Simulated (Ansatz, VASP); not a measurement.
## Two plane-wave programs on Li4TaO

```
Li Ta O
1.0
     3.20928    0.00000    0.00000
    -1.60464    2.77932    0.00000
     0.00000    0.00000    7.34056
Li Ta O
4 1 1
Cartesian
  1.6046 0.9264 2.4489
  0.0000 1.8529 4.8917
  0.0000 1.8529 2.4489
  1.6046 0.9264 4.8917
  0.0000 0.0000 0.0000
  0.0000 0.0000 3.6703
```

Change from the starting cell: species swapped into the MgAlB4 type (P6/mmm, No. 191).

Alike in both runs: task relaxation of cell and atoms; functional PBE; k mesh 12 × 12 × 6; occupations gaussian, width 0.1 eV; no spin polarisation.

|  | VASP | Ansatz |
| --- | --- | --- |
| version | VASP 6.6.1 | Ansatz 0.2.0 |
| potentials or method | VASP PAW PBE potentials, release 64 (Li_sv, Ta_pv, O), cutoff 600 eV | scalar-relativistic, plane waves, PAW |
| valence electrons in the cell | 29 | 31 |

```csv
,VASP,Ansatz,Ansatz less VASP
"gap on the k mesh at the Fermi level, each at its own relaxed structure (eV)",none,none,-
relaxed volume (Å³/atom),10.84,10.89,+0.050
relaxed cell length with the largest relative difference (Å),3.205,3.210,+0.0053
```

A gap of «none» marks a metal or a gap that the smearing closes. VASP's potentials hold 29 valence electrons a cell and Ansatz's 31, so a difference there can come from the potentials and not from the codes.

Spin-orbit coupling is off throughout. Noted on VASP's run: the cutoff is short for stress, so the pressure is rough.
